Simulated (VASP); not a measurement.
# TaN (P6/mmm) in VASP: a series of runs

The runs below take TaN through single point, with PBE.

Everything below comes from runs of VASP 6.6.1. Logs are shortened: lines on timing, memory, paths and dates and some standing lists are left out, and cuts for length are marked.

### 1 The cell of the first run

The structure is hexagonal, space group P6/mmm (No. 191). The conventional cell has a = 5.185 Å, b = 5.185 Å, c = 3.024 Å, α = 90.00°, β = 90.00°, γ = 120.00°. Within 3.4 Å of Ta (site symmetry 6/mmm) lie 6 N at 2.59 Å and 14 Ta at 3.02 to 3.35 Å. Ta (site symmetry -6m2) has 6 N at 2.13 Å within 2.8 Å. N (site symmetry mmm) has 6 Ta at 2.13 to 2.59 Å and 4 N at 2.59 Å within 2.8 Å.

### 2 Single point, PBE

File INCAR:

```
SYSTEM = TaN
PREC = Accurate
ENCUT = 520
EDIFF = 1E-7
ISMEAR = -1
SIGMA = 0.05
LREAL = .FALSE.
LASPH = .TRUE.
NELM = 80
ALGO = Normal
ISIF = 2
LWAVE = .FALSE.
LCHARG = .TRUE.
GGA = PE
LELF = .TRUE.
LVHAR = .TRUE.
NBANDS = 33
```

File KPOINTS:

```
regular mesh
0
G
  5 5 7
  0 0 0
```

File POSCAR:

```
TaN
1.0
    5.1850002000      0.0000000000      0.0000000000
   -2.5925001000      4.4903418900      0.0000000000
    0.0000000000      0.0000000000      3.0243205512
Ta N
3 3
Direct
    0.0000000000      0.0000000000      0.0000000000
    0.3333333333      0.6666666667      0.5000000000
    0.6666666667      0.3333333333      0.5000000000
    0.5000000000      0.0000000000      0.0000000000
    0.5000000000      0.5000000000      0.0000000000
    0.0000000000      0.5000000000      0.0000000000
```

Potentials or basis: VASP PAW PBE potentials, release 64 (Ta_pv, N).

Started as:

```sh
> cat potpaw_PBE.64/Ta_pv/POTCAR potpaw_PBE.64/N/POTCAR > POTCAR
> mpirun -np 1 vasp_std > vasp.out
```

OUTCAR:

```text
SYSTEM = TaN
   PREC = Accurate
   ENCUT = 520
   EDIFF = 1E-7
   ISMEAR = -1
   LREAL = .FALSE.
   LASPH = .TRUE.
   NELM = 80
   ISIF = 2
   GGA = PE

 ion  position               nearest neighbor table
   1  0.000  0.000  0.000-   5 2.59   6 2.59   6 2.59   5 2.59   4 2.59   4 2.59   2 3.35   3 3.35
                             2 3.35   3 3.35   2 3.35   2 3.35   3 3.35   3 3.35   2 3.35   3 3.35
   2  0.333  0.667  0.500-   4 2.13   4 2.13   6 2.13   6 2.13   5 2.13   5 2.13   3 2.99   3 2.99
                             3 2.99   1 3.35   1 3.35   1 3.35   1 3.35   1 3.35   1 3.35
   3  0.667  0.333  0.500-   4 2.13   4 2.13   6 2.13   6 2.13   5 2.13   5 2.13   2 2.99   2 2.99
                             2 2.99   1 3.35   1 3.35   1 3.35   1 3.35   1 3.35   1 3.35
   4  0.500  0.000  0.000-   2 2.13   3 2.13   2 2.13   3 2.13   1 2.59   1 2.59
   5  0.500  0.500  0.000-   2 2.13   3 2.13   2 2.13   3 2.13   1 2.59   1 2.59
   6  0.000  0.500  0.000-   2 2.13   3 2.13   2 2.13   3 2.13   1 2.59   1 2.59

  LATTYP: Found a hexagonal cell.
 ALAT       =     5.1850002000
 C/A-ratio  =     0.5832826296

  Lattice vectors:

 A1 = (   5.1850002000,   0.0000000000,   0.0000000000)
 A2 = (  -2.5925001000,   4.4903418900,   0.0000000000)
 A3 = (   0.0000000000,   0.0000000000,   3.0243205512)

Analysis of symmetry for initial positions (statically):
=====================================================================
 Subroutine PRICEL returns:
 Original cell was already a primitive cell.

 Routine SETGRP: Setting up the symmetry group for a
 hexagonal supercell.

 Subroutine GETGRP returns: Found 24 space group operations
 (whereof 24 operations were pure point group operations)
 out of a pool of 24 trial point group operations.

The static configuration has the point symmetry D_6h.

Analysis of symmetry for dynamics (positions and initial velocities):
=====================================================================
 Subroutine PRICEL returns:
 Original cell was already a primitive cell.

 Routine SETGRP: Setting up the symmetry group for a
 hexagonal supercell.

 Subroutine GETGRP returns: Found 24 space group operations
 (whereof 24 operations were pure point group operations)
 out of a pool of 24 trial point group operations.

The dynamic configuration has the point symmetry D_6h.

 Subroutine INISYM returns: Found 24 space group operations
 (whereof 24 operations are pure point group operations),
 and found     1 'primitive' translations

----------------------------------------------------------------------------------------

                                     Primitive cell

  volume of cell :      70.4135

  direct lattice vectors                    reciprocal lattice vectors
     5.185000200  0.000000000  0.000000000     0.192864023  0.111350096  0.000000000
    -2.592500100  4.490341890  0.000000000     0.000000000  0.222700192  0.000000000
     0.000000000  0.000000000  3.024320551     0.000000000  0.000000000  0.330652781

  length of vectors
     5.185000200  5.185000198  3.024320551     0.222700192  0.222700192  0.330652781

  position of ions in fractional coordinates (direct lattice)
     0.000000000  0.000000000  0.000000000
     0.333333333  0.666666667  0.500000000
     0.666666667  0.333333333  0.500000000
     0.500000000  0.000000000  0.000000000
     0.500000000  0.500000000  0.000000000
     0.000000000  0.500000000  0.000000000

  ion indices of the primitive-cell ions
   primitive index   ion index
                 1           1
                 2           2
                 3           3
                 4           4
                 5           5
                 6           6

----------------------------------------------------------------------------------------

 KPOINTS: regular mesh

Automatic generation of k-mesh.
 Grid dimensions read from file:
 generate k-points for:    5    5    7

 Generating k-lattice:

  Cartesian coordinates                     Fractional coordinates (reciprocal lattice)
     0.038572805  0.022270019  0.000000000     0.200000000  0.000000000  0.000000000
     0.000000000  0.044540038  0.000000000     0.000000000  0.200000000  0.000000000
     0.000000000  0.000000000  0.047236112     0.000000000  0.000000000  0.142857143

  Length of vectors
     0.044540038  0.044540038  0.047236112

  Shift w.r.t. Gamma in fractional coordinates (k-lattice)
     0.000000000  0.000000000  0.000000000

 Subroutine IBZKPT returns following result:
 ===========================================

 Found     20 irreducible k-points:

 Following reciprocal coordinates:
            Coordinates               Weight
  0.000000  0.000000  0.000000      1.000000
  0.200000  0.000000  0.000000      6.000000
  0.400000 -0.000000  0.000000      6.000000
  0.200000  0.200000  0.000000      6.000000
  0.400000  0.200000  0.000000      6.000000
  0.000000  0.000000  0.142857      2.000000
[... 12 lines left out ...]
  0.200000  0.200000  0.428571     12.000000
  0.400000  0.200000  0.428571     12.000000
   k-points           NKPTS =     20   k-points in BZ     NKDIM =     20   number of bands    NBANDS=     33
   number of dos      NEDOS =    301   number of ions     NIONS =      6
   total plane-waves  NPLWV =  38400
   dimension x,y,z NGX =    40 NGY =   40 NGZ =   24
   dimension x,y,z NGXF=    80 NGYF=   80 NGZF=   48
   ions per type =               3   3
   NGX,Y,Z   is equivalent  to a cutoff of  12.83, 12.83, 13.19 a.u.
   NGXF,Y,Z  is equivalent  to a cutoff of  25.65, 25.65, 26.39 a.u.
 SYSTEM =  TaN
   PREC   = accura    normal or accurate (medium, high low for compatibility)
   ISTART =      0    job   : 0-new  1-cont  2-samecut
   ICHARG =      2    charge: 1-file 2-atom 10-const
   ISPIN  =      1    spin polarized calculation?
   LNONCOLLINEAR =      F non collinear calculations
   LSORBIT =      F    spin-orbit coupling
   LASPH  =      T    aspherical Exc in radial PAW
   ENCUT  =  520.0 eV  38.22 Ry    6.18 a.u.   9.64  9.64  5.62*2*pi/ulx,y,z
   NELM   =     80;   NELMIN=  2; NELMDL= -5     # of ELM steps
   EDIFF  = 0.1E-06   stopping-criterion for ELM
   LREAL  =      F    real-space projection
   EDIFFG = 0.1E-05   stopping-criterion for IOM
   NSW    =      0    number of steps for IOM
   IBRION =     -1    ionic relax: 0-MD 1-quasi-New 2-CG
   NFREE  =      0    steps in history (QN), initial steepest desc. (CG)
   ISIF   =      2    stress and relaxation
   ISYM   =      2    0-nonsym 1-usesym 2-fastsym
   POTIM  = 0.5000    time-step for ionic-motion
   TEBEG  =    0.0;   TEEND  =   0.0 temperature during run
   PSTRESS=    0.0 pullay stress
   NELECT =      48.0000    total number of electrons
   NUPDOWN=      -1.0000    fix difference up-down
   EMIN   =  10.00;   EMAX   =-10.00  energy-range for DOS
   EFERMI =   0.00;   METHOD = LEGACY
   ISMEAR =    -1;   SIGMA  =   0.05  broadening in eV -4-tet -1-fermi 0-gaus
   EFERMI_NEDOS =   21; number of points for ismear=-14 and -15
   IALGO  =     38    algorithm
   IMIX   =      4    mixing-type and parameters
     AMIX     =   0.40;   BMIX     =  1.00
     AMIX_MAG =   1.60;   BMIX_MAG =  1.00
  volume/ion in A,a.u.               =      11.74        79.20
  Fermi-wavevector in a.u.,A,eV,Ry     =   1.440798  2.722714 28.244338  2.075900
  Thomas-Fermi vector in A             =   2.559502
   LORBIT       =      0    0 simple, 1 ext, 2 COOP (PROOUT), +10 PAW based schemes
   GGA     = PE    functional components
   LHFCALC =     F    Hartree Fock is set to
   AEXX    =    0.0000 exact exchange contribution
   IVDW    =     0    specifies the selected vdW correction
   LEPSILON=     F    determine dielectric tensor
   LRPA    =     F    only Hartree local field effects (RPA)
 non-spin polarized calculation
  energy-cutoff  :      520.00
  volume of cell :       70.41
 maximum number of plane-waves:      1919
 NGX is ok and might be reduce to    40
   NGX = 19   NGY = 19   NGZ = 11

 number of electron      47.9999995 magnetization

 Free energy of the ion-electron system (eV)
  ---------------------------------------------------
  ext. energy  EPLUGINS =         0.00000000
  ---------------------------------------------------
  free energy    TOTEN  =       -64.65421193 eV

  energy without entropy =      -64.64241675  energy(sigma->0) =      -64.64831434

 E-fermi :   7.9365     XC(G=0): -12.8604

 val. band max:        7.9332608961   @ k =   0.0000   0.0000   0.2857
 cond. band min:       8.0139410919   @ k =   0.2000   0.0000   0.1429
 fundamental gap:      0.0806801958
 Fermi energy:         7.9365433280

 k-point     1 :       0.0000    0.0000    0.0000
  band No.  band energies     occupation
      1     -28.4291      2.00000
      2     -28.4291      2.00000
      3     -28.0666      2.00000
      4     -28.0666      2.00000
      5     -27.9213      2.00000
      6     -27.7915      2.00000
[... 25 lines left out ...]
     32      10.7866      0.00000
     33      11.0234      0.00000

 k-point     2 :       0.2000    0.0000    0.0000
  band No.  band energies     occupation
      1     -28.4544      2.00000
      2     -28.4114      2.00000
      3     -28.0480      2.00000
      4     -28.0306      2.00000
      5     -27.9100      2.00000
      6     -27.8199      2.00000
[... 25 lines left out ...]
     32      10.9416      0.00000
     33      11.0151      0.00000

 k-point     3 :       0.4000   -0.0000    0.0000
  band No.  band energies     occupation
      1     -28.4890      2.00000
      2     -28.3420      2.00000
      3     -28.1047      2.00000
      4     -27.9727      2.00000
      5     -27.8838      2.00000
      6     -27.8391      2.00000
[... 25 lines left out ...]
     32      11.1654      0.00000
     33      11.4623      0.00000

 k-point     4 :       0.2000    0.2000    0.0000
  band No.  band energies     occupation
      1     -28.4718      2.00000
      2     -28.3726      2.00000
      3     -28.0899      2.00000
      4     -27.9812      2.00000
      5     -27.8904      2.00000
      6     -27.8400      2.00000
[... 25 lines left out ...]
     32      10.8755      0.00000
     33      11.1858      0.00000

 k-point     5 :       0.4000    0.2000    0.0000
  band No.  band energies     occupation
      1     -28.4795      2.00000
      2     -28.3027      2.00000
      3     -28.1869      2.00000
      4     -27.9516      2.00000
      5     -27.8684      2.00000
      6     -27.8424      2.00000
[... 460 lines left out ...]
 k-point    18 :       0.4000   -0.0000    0.4286
  band No.  band energies     occupation
      1     -28.5114      2.00000
      2     -28.4032      2.00000
      3     -28.3514      2.00000
      4     -28.2452      2.00000
      5     -28.0204      2.00000
      6     -27.8971      2.00000
[... 25 lines left out ...]
     32      11.6315      0.00000
     33      13.0273      0.00000

 k-point    19 :       0.2000    0.2000    0.4286
  band No.  band energies     occupation
      1     -28.5167      2.00000
      2     -28.3958      2.00000
      3     -28.3566      2.00000
      4     -28.2432      2.00000
      5     -28.0169      2.00000
      6     -27.8968      2.00000
[... 25 lines left out ...]
     32      11.5988      0.00000
     33      12.7876      0.00000

 k-point    20 :       0.4000    0.2000    0.4286
  band No.  band energies     occupation
      1     -28.4874      2.00000
      2     -28.4332      2.00000
      3     -28.3709      2.00000
      4     -28.1854      2.00000
      5     -28.0736      2.00000
      6     -27.8842      2.00000
[... 25 lines left out ...]
     32      11.6048      0.00000
     33      13.3015      0.00000

------------------------ aborting loop because EDIFF is reached ----------------------------------------

  FORCE on cell =-STRESS in cart. coord.  units (eV):
  Direction    XX          YY          ZZ          XY          YZ          ZX
  --------------------------------------------------------------------------------------
  -------------------------------------------------------------------------------------
  Total        1.3744955      1.3744955     -7.8778227      0.0000000     -0.0000000      0.0000000
  in kB       31.2750422     31.2750421   -179.2506647      0.0000000     -0.0000000      0.0000000
  external PRESSURE =     -38.9001935 kB  Pullay stress =       0.0000000 kB

 VOLUME and BASIS-vectors are now :
 -----------------------------------------------------------------------------
  energy-cutoff  :      520.00
  volume of cell :       70.41
      direct lattice vectors                 reciprocal lattice vectors
     5.185000200  0.000000000  0.000000000     0.192864023  0.111350096  0.000000000
    -2.592500100  4.490341890  0.000000000     0.000000000  0.222700192  0.000000000
     0.000000000  0.000000000  3.024320551     0.000000000  0.000000000  0.330652781

 POSITION                                       TOTAL-FORCE (eV/Angst)
 -----------------------------------------------------------------------------------
      0.00000      0.00000      0.00000        -0.000000      0.000000     -0.000000
     -0.00000      2.99356      1.51216        -0.000000     -0.000000     -0.000000
      2.59250      1.49678      1.51216         0.000000      0.000000      0.000000
      2.59250      0.00000      0.00000         0.000000      0.000000     -0.000000
      1.29625      2.24517      0.00000        -0.000000      0.000000     -0.000000
     -1.29625      2.24517      0.00000         0.000000      0.000000     -0.000000
 -----------------------------------------------------------------------------------
    total drift:                               -0.000000      0.000000     -0.000000

  FREE ENERGIE OF THE ION-ELECTRON SYSTEM (eV)
  ---------------------------------------------------
  free  energy   TOTEN  =       -64.6542119277 eV

  energy  without entropy=      -64.6424167462  energy(sigma->0) =      -64.64831434
```

It took 70 s on 1 thread of Intel Xeon 8259CL, shared host; peak memory 0.2 GiB.

What came out:

```
Free energy            : -64.6542 eV
Pressure               : -3.9 GPa
Band gap on the k mesh : zero (band 24 reaches 8.15 eV, above the bottom of band 25 at 6.73 eV)
```

Stress tensor (GPa, compression positive):
```
  3.13   0.00   0.00
  0.00   3.13   0.00
  0.00   0.00 -17.93
```

Caveat: spin-orbit coupling is left out, which moves the levels of the heavy elements.

### 3 Single point, PBE

This run uses another cell than the first one, of 10.83 Å³/atom, 0.923 times its volume.

File INCAR:

```
SYSTEM = TaN
PREC = Accurate
ENCUT = 520
EDIFF = 1E-7
ISMEAR = -1
SIGMA = 0.05
LREAL = .False.
LASPH = .True.
NELM = 80
ALGO = Normal
ISIF = 2
LWAVE = .False.
LCHARG = .True.
GGA = PE
LELF = .True.
LVHAR = .True.
NBANDS = 33
```

File KPOINTS:

```
regular mesh
0
Gamma
  5 5 8
  0 0 0
```

POSCAR, as its differences from that of step 2:

```diff
@@ -4,3 +4,3 @@
    -2.5925001000      4.4903418900      0.0000000000
-    0.0000000000      0.0000000000      3.0243205512
+    0.0000000000      0.0000000000      2.7916805088
 Ta N
```

Potentials or basis: VASP PAW PBE potentials, release 64 (Ta_pv, N).

Started as:

```sh
> cat potpaw_PBE.64/Ta_pv/POTCAR potpaw_PBE.64/N/POTCAR > POTCAR
> mpirun -np 1 vasp_std > vasp.out
```

Wall time 93 s (1 thread of Intel Xeon 8259CL, shared host); peak memory 0.21 GiB.

The run converged. Its results:

| Quantity | Value |
| --- | --- |
| Free energy | -64.2251 eV |
| Pressure | 30.8 GPa |
| Band gap on the k mesh | zero (band 24 reaches 9.63 eV, above the bottom of band 25 at 7.23 eV) |

Stress tensor (GPa, compression positive):
```
21.67  0.00  0.00
 0.00 21.67  0.00
 0.00  0.00 49.04
```

Levels at points of the mesh, in eV from the Fermi level:
| k point | band 20 | band 21 | band 22 | band 23 | band 24 | band 25 | band 26 | band 27 | band 28 | band 29 |
| --- | --- | --- | --- | --- | --- | --- | --- | --- | --- | --- |
| (0.00, 0.00, 0.00) | -3.51 | -3.11 | -2.98 | -2.61 | -1.55 | -1.55 | 0.89 | 1.12 | 1.12 | 2.35 |
| (0.00, 0.00, 0.50) | -4.03 | -3.59 | -3.59 | -2.26 | 0.86 | 0.86 | 1.78 | 2.00 | 2.37 | 2.37 |

Caveat: spin-orbit coupling is left out, which moves the levels of the heavy elements.
